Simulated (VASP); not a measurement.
# Pb33S32 (a cell with a defect) in VASP: single point with HSE06

Aim: the single point of Pb33S32 (a cell with a defect) with HSE06.

All numbers are computed with VASP 6.6.1; they aren't measurements. Logs are shortened: lines on timing, memory, paths and dates and some standing lists are left out, and cuts for length are marked.

**1. The cell of the first run**

The cell holds a defect, 65 atoms: a = 11.800 Å, b = 11.800 Å, c = 11.800 Å, α = 90.00°, β = 90.00°, γ = 90.00°.

**2. Single point, HSE06**

POSCAR reads:

```
Pb33S32
1.0
   11.8000000000      0.0000000000      0.0000000000
    0.0000000000     11.8000000000      0.0000000000
    0.0000000000      0.0000000000     11.8000000000
S Pb
32 33
Direct
    0.2491730000      0.0081580000      0.0027520000
    0.2504170000      0.9919030000      0.5049660000
    0.2701940000      0.5204110000      0.9896870000
    0.2294210000      0.4796320000      0.5180830000
    0.7490470000      0.9992630000      0.0037540000
    0.7505840000      0.0007860000      0.5039130000
    0.7579500000      0.4993890000      0.0027440000
    0.7416980000      0.5006200000      0.5049480000
    0.9959840000      0.2461990000      0.0000720000
    0.9983250000      0.2485330000      0.5034660000
    0.9983560000      0.7495820000      0.0023760000
    0.0001390000      0.7515110000      0.5053270000
    0.4993680000      0.2485700000      0.0023780000
    0.5013030000      0.2503550000      0.5053180000
    0.5013770000      0.7515830000      0.0042430000
    0.5035680000      0.7537890000      0.5077040000
    0.9987100000      0.0082070000      0.2532840000
    0.9997490000      0.9992820000      0.7531820000
    0.9856060000      0.5203840000      0.2742130000
    0.9988830000      0.4993910000      0.7620890000
    0.5008910000      0.9918670000      0.2543700000
    0.4999120000      0.0007450000      0.7545000000
    0.5139720000      0.4796230000      0.2334780000
    0.5010760000      0.5006120000      0.7458390000
    0.2701730000      0.2358150000      0.2742270000
    0.2491820000      0.2491000000      0.7620910000
    0.2294150000      0.7641760000      0.2334740000
    0.2504080000      0.7513010000      0.7458280000
    0.7579980000      0.2489240000      0.2532870000
    0.7490770000      0.2499570000      0.7531890000
    0.7416600000      0.7511030000      0.2543700000
    0.7505450000      0.7501260000      0.7545010000
    0.9979240000      0.0012030000      0.0020060000
    0.9997630000      0.0000410000      0.5038670000
    0.9932960000      0.5025230000      0.9974760000
    0.9948360000      0.4999890000      0.5088400000
    0.4997810000      0.0001070000      0.0038140000
    0.5017060000      0.9986600000      0.5056890000
    0.5047090000      0.5000500000      0.9989580000
    0.5064870000      0.4972000000      0.5105930000
    0.2523070000      0.2435040000      0.9974720000
    0.2497750000      0.2450510000      0.5088420000
    0.2498390000      0.7549220000      0.9989550000
    0.2469930000      0.7566970000      0.5105780000
    0.7509870000      0.2481420000      0.0020040000
    0.7498310000      0.2499730000      0.5038650000
    0.7498940000      0.7499980000      0.0038090000
    0.7484570000      0.7519130000      0.5056820000
    0.2497590000      0.9999540000      0.2538480000
    0.2498690000      0.0001650000      0.7539140000
    0.1792220000      0.4294210000      0.1831970000
    0.2498920000      0.5001070000      0.7537810000
    0.7498250000      0.0000340000      0.2538560000
    0.7499120000      0.0001270000      0.7539410000
    0.7497460000      0.4999720000      0.2538440000
    0.7499530000      0.5000840000      0.7539080000
    0.9933440000      0.2435590000      0.2564320000
    0.9979720000      0.2481900000      0.7551640000
    0.9948710000      0.7549190000      0.2538560000
    0.9998070000      0.7500060000      0.7538740000
    0.5047090000      0.2450730000      0.2538630000
    0.4997880000      0.2500190000      0.7538800000
    0.5063900000      0.7566050000      0.2509900000
    0.5017450000      0.7519560000      0.7524210000
    0.3208730000      0.5710660000      0.3249830000
```

INCAR.step1 reads:

```
SYSTEM = Pb33S32
  PREC = Accurate
  ENCUT = 400
  EDIFF = 1E-5
  ISMEAR = -1
  SIGMA = 0.05
  LREAL = Auto
  LASPH = .True.
  NELM = 120
  ALGO = Normal
  ISIF = 2
  LWAVE = .True.
  LCHARG = .False.
  NBANDS = 365
  GGA = PE
  ISYM = -1
  GGA_COMPAT = .False.
  KPAR = 1
```

INCAR.step2 reads:

```
SYSTEM = Pb33S32
  PREC = Accurate
  ENCUT = 400
  EDIFF = 1E-6
  ISMEAR = -1
  SIGMA = 0.05
  LREAL = Auto
  LASPH = .True.
  NELM = 120
  ALGO = Normal
  ISIF = 2
  LWAVE = .False.
  LCHARG = .False.
  GGA = PE
  LHFCALC = .True.
  HFSCREEN = 0.2079
  PRECFOCK = Fast
  NBANDS = 365
  ISTART = 1
  ISYM = -1
  GGA_COMPAT = .False.
  KPAR = 1
```

KPOINTS reads:

```
explicit points
1
Reciprocal
  0.25000000   0.25000000   0.25000000 1
```

Potentials or basis: VASP PAW PBE potentials, release 64 (S, Pb_d).

Run with:

```
$ cat potpaw_PBE.64/S/POTCAR potpaw_PBE.64/Pb_d/POTCAR > POTCAR
$ cp INCAR.step1 INCAR
$ mpirun -np 8 vasp_std > vasp.out
$ cp INCAR.step2 INCAR
$ mpirun -np 8 vasp_std > vasp.out
```

OUTCAR:

```text
SYSTEM = Pb33S32
   PREC = Accurate
   ENCUT = 400
   EDIFF = 1E-6
   ISMEAR = -1
   LREAL = Auto
   LASPH = .True.
   NELM = 120
   ISIF = 2
   GGA = PE
   LHFCALC = .True.
   HFSCREEN = 0.2079
   PRECFOCK = Fast
   ISTART = 1
   ISYM = -1

 ion  position               nearest neighbor table
   1  0.249  0.008  0.003-  41 2.78  50 2.94  37 2.96  49 2.96  33 2.97  43 2.99
   2  0.250  0.992  0.505-  44 2.78  50 2.94  34 2.96  49 2.96  38 2.97  42 2.99
   3  0.270  0.520  0.990-  51 2.74  43 2.78  39 2.78  52 2.80  35 3.28  41 3.28
   4  0.229  0.480  0.518-  65 2.74  42 2.78  36 2.78  52 2.80  44 3.28  40 3.28
   5  0.749  0.999  0.004-  33 2.94  45 2.94  47 2.94  37 2.94  54 2.95  53 2.95
   6  0.751  0.001  0.504-  48 2.94  38 2.94  34 2.94  46 2.94  54 2.95  53 2.95
[... 58 lines left out ...]
  49  0.250  1.000  0.254-  27 2.80  25 2.80  17 2.96   1 2.96   2 2.96  21 2.96
  50  0.250  0.000  0.754-   1 2.94  28 2.94  26 2.94   2 2.94  22 2.95  18 2.95  44 4.06  41 4.06
                            42 4.09  43 4.09
  51  0.179  0.429  0.183-   3 2.74  25 2.74  19 2.74  65 2.90  41 3.22  35 3.22  57 3.22
  52  0.250  0.500  0.754-   4 2.80   3 2.80  26 2.96  20 2.96  24 2.97  28 2.97
  53  0.750  0.000  0.254-  17 2.94  29 2.94  31 2.94  21 2.94   6 2.95   5 2.95  63 4.06  57 4.06
                            61 4.09  59 4.09
  54  0.750  0.000  0.754-   5 2.95  30 2.95  18 2.95  22 2.95  32 2.95   6 2.95  33 4.14  45 4.14
                            58 4.14
  55  0.750  0.500  0.254-  23 2.80  19 2.80  29 2.96   8 2.96   7 2.96  31 2.96
  56  0.750  0.500  0.754-   7 2.94  24 2.94  20 2.94   8 2.94  32 2.95  30 2.95  40 4.06  35 4.06
                            36 4.09  39 4.09
  57  0.993  0.244  0.256-  29 2.78  17 2.78  10 2.92   9 3.03  51 3.22  19 3.27  25 3.27  53 4.06
                            46 4.10  34 4.10
  58  0.998  0.248  0.755-   9 2.89  30 2.94  18 2.94  20 2.97  26 2.97  10 2.97  45 4.12  33 4.12
                            54 4.14
  59  0.995  0.755  0.254-  19 2.78  27 2.78  12 2.97  11 2.97  31 2.99  17 2.99  53 4.09  47 4.13
                            34 4.13
  60  1.000  0.750  0.754-  11 2.93  12 2.93  32 2.94  18 2.94  28 2.96  20 2.96  44 4.09  35 4.10
                            36 4.13  43 4.13
  61  0.505  0.245  0.254-  25 2.78  23 2.78  14 2.97  13 2.97  21 2.99  29 2.99  53 4.09  37 4.13
                            46 4.13
  62  0.500  0.250  0.754-  13 2.93  14 2.93  22 2.94  30 2.94  24 2.96  26 2.96  40 4.09  41 4.10
                            42 4.13  39 4.13
  63  0.506  0.757  0.251-  21 2.78  31 2.78  15 2.91  16 3.03  65 3.22  27 3.28  23 3.28  53 4.06
                            37 4.10  47 4.10
  64  0.502  0.752  0.752-  16 2.89  22 2.94  32 2.94  28 2.97  24 2.97  15 2.97  38 4.12  48 4.12

  65  0.321  0.571  0.325-   4 2.74  23 2.74  27 2.74  51 2.90  63 3.22  40 3.22  44 3.22

IMPORTANT INFORMATION: All symmetrisations will be switched off!
NOSYMM: (Re-)initialisation of all symmetry stuff for point group C_1.

----------------------------------------------------------------------------------------
[... 201 lines left out ...]
   LORBIT       =      0    0 simple, 1 ext, 2 COOP (PROOUT), +10 PAW based schemes
   GGA     = PE    functional components
   LHFCALC =     T    Hartree Fock is set to
   PRECFOCK=fast      Normal, Fast or Accurate (Low or Medium for compatibility)
   ENCUT4O =  -1.0   cutoff for four orbital integrals eV
   NKREDX  =     1    reduce k-point grid by
   NKREDY  =     1    reduce k-point grid by
   NKREDZ  =     1    reduce k-point grid by
   AEXX    =    0.2500 exact exchange contribution
   HFSCREEN=    0.2079 screening length (either q_TF or 0.3 A-1)
   HFSCREENC=   0.2079 screening length for correlation (either q_TF or 0.3 A-1)
   ENCUTFOCK=  -1.0 apply spherical cutoff to Coloumb kernel
   IVDW    =     0    specifies the selected vdW correction
   LEPSILON=     F    determine dielectric tensor
   LRPA    =     F    only Hartree local field effects (RPA)
 non-spin polarized calculation
  energy-cutoff  :      400.00
  volume of cell :     1643.03
 maximum number of plane-waves:     29824
 NGX is ok and might be reduce to    80
  NGX = 40; NGY = 40; NGZ = 40

 number of electron     653.9999903 magnetization

 Free energy of the ion-electron system (eV)
  ---------------------------------------------------
  ext. energy  EPLUGINS =         0.00000000
  ---------------------------------------------------
  free energy    TOTEN  =      -334.69064666 eV

  energy without entropy =     -334.69063837  energy(sigma->0) =     -334.69064251

 E-fermi :   6.8543     XC(G=0):  -8.1719

 val. band max:        6.2169153257   @ k =   0.2500   0.2500   0.2500
 cond. band min:       7.5110559079   @ k =   0.2500   0.2500   0.2500
 fundamental gap:      1.2941405822
 Fermi energy:         6.8542944164

 k-point     1 :       0.2500    0.2500    0.2500
  band No.  band energies     occupation
      1     -12.8782      2.00000
      2     -12.8781      2.00000
      3     -12.8495      2.00000
      4     -12.8485      2.00000
      5     -12.8421      2.00000
      6     -12.8420      2.00000
[... 331 lines left out ...]
    338       8.2476      0.00000
    339       8.2480      0.00000
 [bands above 339 left out]

------------------------ aborting loop because EDIFF is reached ----------------------------------------

  FORCE on cell =-STRESS in cart. coord.  units (eV):
  Direction    XX          YY          ZZ          XY          YZ          ZX
  --------------------------------------------------------------------------------------
  -------------------------------------------------------------------------------------
  Total       36.9451718     36.9473122     36.9158385      0.6038083      0.6008211      0.5999710
  in kB       36.0265148     36.0286020     35.9979109      0.5887944      0.5858814      0.5850525
  external PRESSURE =      36.0176759 kB  Pullay stress =       0.0000000 kB

 VOLUME and BASIS-vectors are now :
 -----------------------------------------------------------------------------
  energy-cutoff  :      400.00
  volume of cell :     1643.03
      direct lattice vectors                 reciprocal lattice vectors
    11.800000000  0.000000000  0.000000000     0.084745763  0.000000000  0.000000000
     0.000000000 11.800000000  0.000000000     0.000000000  0.084745763  0.000000000
     0.000000000  0.000000000 11.800000000     0.000000000  0.000000000  0.084745763

 POSITION                                       TOTAL-FORCE (eV/Angst)
 -----------------------------------------------------------------------------------
      2.94024      0.09626      0.03247         0.005411      0.062244     -0.007863
      2.95492     11.70446      5.95860        -0.005335     -0.060923      0.008588
      3.18829      6.14085     11.67831         0.021262      0.021207      0.011455
      2.70717      5.65966      6.11338        -0.022967     -0.022956     -0.015482
      8.83875     11.79130      0.04430         0.005657      0.005474     -0.003693
      8.85689      0.00927      5.94617        -0.005985     -0.006121      0.004333
[... 57 lines left out ...]
      5.92059      8.87308      8.87857        -0.004602     -0.004596     -0.004649
      3.78630      6.73858      3.83480        -0.085725     -0.084971     -0.083919
 -----------------------------------------------------------------------------------
    total drift:                                0.001375      0.002031     -0.010592

  FREE ENERGIE OF THE ION-ELECTRON SYSTEM (eV)
  ---------------------------------------------------
  free  energy   TOTEN  =      -334.6906466591 eV

  energy  without entropy=     -334.6906383694  energy(sigma->0) =     -334.69064251
```

Wall time 14 min (8 MPI ranks of Intel Xeon 6975P-C (Granite Rapids), shared host); peak memory 0.74 GiB.

What came out:

| Property | Result |
| --- | --- |
| Free energy | -334.6906 eV |
| Pressure | 3.6 GPa |
| Largest force | 0.147 eV/Å |
| Band gap on the k mesh | 1.29 eV |

Forces on the atoms (eV/Å):
```
S    0.005  0.062 -0.008
S   -0.005 -0.061  0.009
S    0.021  0.021  0.011
S   -0.023 -0.023 -0.015
S    0.006  0.005 -0.004
S   -0.006 -0.006  0.004
S    0.062  0.005 -0.008
S   -0.061 -0.005  0.009
S   -0.040 -0.040 -0.039
S   -0.009 -0.009 -0.027
S   -0.009 -0.027 -0.010
S    0.028  0.010  0.011
S   -0.027 -0.009 -0.010
S    0.010  0.029  0.012
S    0.008  0.008  0.027
S    0.042  0.041  0.039
S   -0.009  0.060  0.005
S   -0.004  0.005  0.003
S    0.013  0.020  0.023
S   -0.011  0.006  0.060
S    0.010 -0.060 -0.005
S    0.004 -0.003 -0.003
S   -0.015 -0.022 -0.020
S    0.008 -0.006 -0.064
S    0.021  0.013  0.023
S    0.006 -0.011  0.060
S   -0.021 -0.015 -0.019
S   -0.006  0.007 -0.064
S    0.060 -0.009  0.005
S    0.004 -0.004  0.003
S   -0.061  0.010 -0.005
S   -0.003  0.004 -0.003
Pb   0.004  0.011  0.005
Pb  -0.002  0.000  0.002
Pb  -0.032  0.008 -0.035
Pb   0.046  0.001 -0.046
Pb   0.003 -0.003 -0.003
Pb  -0.005 -0.009 -0.005
Pb  -0.042  0.001  0.042
Pb   0.032 -0.004  0.031
Pb   0.007 -0.032 -0.035
Pb   0.001  0.046 -0.046
Pb   0.001 -0.042  0.042
Pb  -0.004  0.032  0.031
Pb   0.011  0.005  0.005
Pb   0.000 -0.002  0.002
Pb  -0.003  0.003 -0.003
Pb  -0.009 -0.005 -0.005
Pb   0.001  0.002  0.001
Pb  -0.001 -0.002  0.000
Pb   0.079  0.080  0.085
Pb   0.000  0.000  0.005
Pb   0.000  0.000  0.000
Pb  -0.002 -0.002 -0.002
Pb   0.002  0.001  0.001
Pb  -0.001 -0.001  0.001
Pb  -0.034 -0.034  0.007
Pb   0.004  0.004  0.009
Pb   0.044 -0.043  0.000
Pb  -0.002  0.003  0.001
Pb  -0.044  0.044  0.000
Pb   0.003 -0.002  0.001
Pb   0.036  0.036 -0.006
Pb  -0.005 -0.005 -0.005
Pb  -0.086 -0.085 -0.084
```

Stress tensor (GPa, compression positive):
```
3.60 0.06 0.06
0.06 3.60 0.06
0.06 0.06 3.60
```

Caveat: the PAW data sets were made with another functional, which shifts forces and pressure a little; spin-orbit coupling is left out, which moves the levels of the heavy elements.
